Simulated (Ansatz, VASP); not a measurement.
## One calculation of Al3Cu, two programs

```xyz
4
Lattice="2.7738 0.0000 0.0000 0.0000 2.7738 0.0000 0.0000 0.0000 7.5919" Properties=species:S:1:pos:R:3 pbc="T T T"
Al    0.0000    0.0000    3.7959
Al    1.3869    1.3869    1.6903
Al    1.3869    1.3869    5.9016
Cu    0.0000    0.0000    0.0000
```

Alike in both runs: functional r2SCAN; k mesh 16 × 16 × 6; occupations gaussian, width 0.1 eV; no spin polarisation.

Ansatz relaxed the structure, and its values are those at the end. VASP's run is a single point on that final structure, the one shown.

|  | VASP | Ansatz |
| --- | --- | --- |
| version | VASP 6.6.1 | Ansatz 0.2.0 |
| potentials or method | VASP PAW PBE potentials, release 64 (Al, Cu), cutoff 520 eV | scalar-relativistic, plane waves, PAW |
| valence electrons in the cell | 20 | 28 |

Ansatz gave:

| Item | Value |
| --- | --- |
| gap on the k mesh at the Fermi level (eV) | none |
| pressure (GPa) | 0.0 |
| rms of the force components (eV/Å) | 0.000 |

Question: Estimate VASP's values.

Answer: gap on the k mesh at the Fermi level (eV): none; pressure (GPa): -0.2; rms of the force components (eV/Å): 0.007.

VASP's potentials were made for PBE, not for r2SCAN. A gap of «none» marks a metal or a gap that the smearing closes. VASP's potentials hold 20 valence electrons a cell and Ansatz's 28, so a difference there can come from the potentials and not from the codes.
